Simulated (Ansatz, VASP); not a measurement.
**HfB in VASP and in Ansatz**

The input INCAR:

```
SYSTEM = HfB
ALGO = Normal
EDIFF = 1E-6
ENCUT = 500
GGA = PS
GGA_COMPAT = .FALSE.
ISIF = 2
ISMEAR = 0
LASPH = .TRUE.
LCHARG = .FALSE.
LREAL = .FALSE.
LWAVE = .FALSE.
NBANDS = 14
NELM = 120
PREC = Accurate
SIGMA = 0.15
```

File KPOINTS:

```
k-points
0
G
  18 18 18
  0 0 0
```

POSCAR

```
HfB
1.0
    0.0000000000      2.4255000000      2.1945000000
    2.4255000000      0.0000000000      2.1945000000
    2.4255000000      2.4255000000      0.0000000000
Hf B
1 1
Direct
    0.5000000000      0.5000000000      0.5000000000
    0.0000000000      0.0000000000      0.0000000000
```

Input for Ansatz:

```yaml
crystal:
  lattice:
    - [0.0, 2.4255, 2.1945]
    - [2.4255, 0.0, 2.1945]
    - [2.4255, 2.4255, 0.0]
  atoms:
    - { symbol: Hf, position: [0.5, 0.5, 0.5] }
    - { symbol: B, position: [0.0, 0.0, 0.0] }
basis:
  ecutwfc: 420
kpoints:
  mp_grid: { grid: [18, 18, 18] }
hamiltonian:
  xc: pbesol
scf:
  occupations: { method: gaussian, width: 0.15 }
output:
  forces: true
  stress: true
  eigenvalues: true
```

Change from the starting cell: strain +0.050 along x and y, -0.050 along z, atoms carried along.

Alike in both runs: task single point; functional PBEsol; k mesh 18 × 18 × 18; occupations gaussian, width 0.15 eV; no spin polarisation.

|  | VASP | Ansatz |
| --- | --- | --- |
| version | VASP 6.6.1 | Ansatz 0.2.0 |
| potentials or method | VASP PAW PBE potentials, release 64 (Hf_pv, B), cutoff 500 eV | scalar-relativistic, plane waves, PAW |
| valence electrons in the cell | 13 | 29 |

```tsv
	VASP	Ansatz	Ansatz less VASP
gap on the k mesh at the Fermi level (eV)	none	none	-
pressure (GPa)	16.0	15.2	-0.79
traceless stress, the component that is largest in VASP (GPa)	31.20	30.71	-0.489
```

VASP's potentials were made for PBE, not for PBEsol. A gap of «none» marks a metal or a gap that the smearing closes. With one functional, cell and mesh, what is left measures potentials, basis and numerics. VASP's potentials hold 13 valence electrons a cell and Ansatz's 29, so a difference there can come from the potentials and not from the codes.

Neither program's run includes spin-orbit coupling.
